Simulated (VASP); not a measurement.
Ru: single point with r2SCAN

The system is Ru.

```
Ru
1.0
    -1.51550    1.51550    1.51550
     1.51550   -1.51550    1.51550
     1.51550    1.51550   -1.51550
Ru
1
Direct
  0.00000 0.00000 0.00000
```

This isn't the form of Ru at room conditions, which is hcp.

- Program: VASP 6.6.1
- Task: single point
- Functional: r2SCAN
- Potentials or basis: VASP PAW PBE potentials, release 64 (Ru_pv)
- Cutoff: 550 eV
- k mesh: 12 × 12 × 12
- Occupations: gaussian, width 0.05 eV
- Spin: no spin polarisation
- Dipole correction: no
- Further INCAR settings: ALGO = Normal; EDIFF = 1e-06; NBANDS = 13

```yaml
Pressure: 1.4 GPa
Band_gap_on_the_k_mesh: zero (bands 7 and 8 overlap by 3.82 eV)
```

Levels at points of the mesh, in eV from the Fermi level:
```
           k point  band 5  band 6  band 7  band 8  band 9  band 10
(0.00, 0.00, 0.00)   -2.97   -2.97   -2.97   -0.07   -0.07     8.44
(0.50, 0.00, 0.00)   -4.81   -0.10    0.42    1.22    2.48     8.44
(0.50, 0.50, 0.50)   -6.57    1.85    1.85    1.85    8.44     9.82
```

Run time: 19 s on 1 thread of Intel(R) Xeon(R) 6975P-C (Granite Rapids), on a shared host, peak memory 0.13 GiB.

Caveat: an empty level that is flat over the whole mesh can mark a ghost state of the potentials, or a narrow d or f band; the PAW data sets were made with another functional, which shifts forces and pressure a little.
